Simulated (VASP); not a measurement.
Here is a VASP 6.6.1 calculation.

INCAR

```
SYSTEM = SiC3
ALGO = Normal
EDIFF = 1E-6
ENCUT = 520
GGA = PE
ISIF = 2
ISMEAR = 0
LASPH = .True.
LCHARG = .True.
LELF = .True.
LREAL = .False.
LVHAR = .True.
LWAVE = .False.
NBANDS = 16
NELM = 80
PREC = Accurate
SIGMA = 0.01
```

The input KPOINTS:

```
k-points
0
Gamma
  6 6 4
  0 0 0
```

File POSCAR:

```
SiC3
1.0
    2.7964006874      0.0000000000      0.0000000000
    0.0000000000      2.7964006874      0.0000000000
    0.0000000000      0.0000000000      4.0900436006
C Si
3 1
Direct
    0.5000000000      0.0000000000      0.7862689761
    0.5000000000      0.5000000000      0.0000000000
    0.0000000000      0.5000000000      0.2137310239
    0.0000000000      0.0000000000      0.5000000000
```

Potentials or basis: VASP PAW PBE potentials, release 64 (C, Si).

The run is started by

```bash
$ cat potpaw_PBE.64/C/POTCAR potpaw_PBE.64/Si/POTCAR > POTCAR
$ mpirun -np 1 vasp_std > vasp.out
```

Task: Predict the band gap on the k mesh.

Result: 1.64 eV, indirect (least direct gap 1.85 eV).

Task: Predict the pressure.

Result: 3.3 GPa.

Task: What does it give for the largest force?

Result: 0.318 eV/Å.

Forces in eV/Å, atoms in the order of the input:
```
C    0.000  0.000  0.318
C    0.000  0.000  0.000
C    0.000  0.000 -0.318
Si   0.000  0.000  0.000
```

A k mesh can miss the band edges. PBE gaps usually lie below the measured ones, often by a third to a half.
